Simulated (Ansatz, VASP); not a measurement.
## LiCl in VASP and in Ansatz

POSCAR

```
LiCl
1.0
    0.0000000000      2.5560369926      2.5560369926
    2.5560369926      0.0000000000      2.5560369926
    2.5560369926      2.5560369926      0.0000000000
Li Cl
1 1
Direct
    0.0000000000      0.0000000000      0.0000000000
    0.5000000000      0.5000000000      0.5000000000
```

INCAR.step1

```
  PREC = Accurate
  ENCUT = 520
  EDIFF = 1E-5
  ISMEAR = 0
  SIGMA = 0.01
  LREAL = False
  LASPH = True
  NELM = 60
  ALGO = Normal
  ISIF = 2
  LWAVE = True
  GGA = PE
  NBANDS = 12
```

The input INCAR.step2:

```
  PREC = Accurate
  ENCUT = 520
  EDIFF = 1E-7
  ISMEAR = 0
  SIGMA = 0.01
  LREAL = False
  LASPH = True
  NELM = 60
  ALGO = Normal
  ISIF = 2
  LWAVE = False
  LCHARG = True
  GGA = PE
  LHFCALC = True
  HFSCREEN = 0.2079
  PRECFOCK = Normal
  LELF = True
  LVHAR = True
  ISTART = 1
  NBANDS = 12
```

Contents of KPOINTS:

```
Automatic mesh
0
Gamma
  6 6 6
```

Input for Ansatz:

```yaml
crystal:
  lattice:
    - [0.0, 2.5560369926, 2.5560369926]
    - [2.5560369926, 0.0, 2.5560369926]
    - [2.5560369926, 2.5560369926, 0.0]
  atoms:
    - { symbol: Li, position: [0.0, 0.0, 0.0] }
    - { symbol: Cl, position: [0.5, 0.5, 0.5] }
kpoints:
  mp_grid: { grid: [6, 6, 6] }
  band_path:
    path:
      - [0.0, 0.0, 0.0]
      - [0.5, 0.0, 0.5]
      - [0.625, 0.25, 0.625]
      - [0.375, 0.375, 0.75]
      - [0.5, 0.5, 0.5]
      - [0.5, 0.25, 0.75]
      - [-0.072917, 0.0, 0.072917]
    npoints: 1
hamiltonian:
  xc: hse06
scf:
  occupations: { method: fixed }
  n_extra_bands: 4
output:
  forces: true
  stress: true
  eigenvalues: true
  write_density: true
  write_potential: true
  elf: true
  volumetric_format: npy
```

Alike in both runs: task single point; functional HSE06; k mesh 6 × 6 × 6; no spin polarisation.

|  | VASP | Ansatz |
| --- | --- | --- |
| version | VASP 6.6.1 | Ansatz 0.2.0 |
| potentials or method | VASP PAW PBE potentials, release 64 (Li_sv, Cl) | plane waves, PAW |
| plane-wave cutoff (eV) | 520 | 420 |
| occupations | gaussian, width 0.01 eV | fixed |
| valence electrons in the cell | 10 | 10 |

|  | VASP | Ansatz | Ansatz less VASP |
| --- | --- | --- | --- |
| gap on the k mesh at the Fermi level (eV) | 7.79 | 7.79 | -0.006 |

Ansatz's warnings: stress exchange threshold loose, stress scf threshold loose.

Noted on VASP's run: the cutoff is under 1.25 times that of the potentials, so the pressure is a little rough.
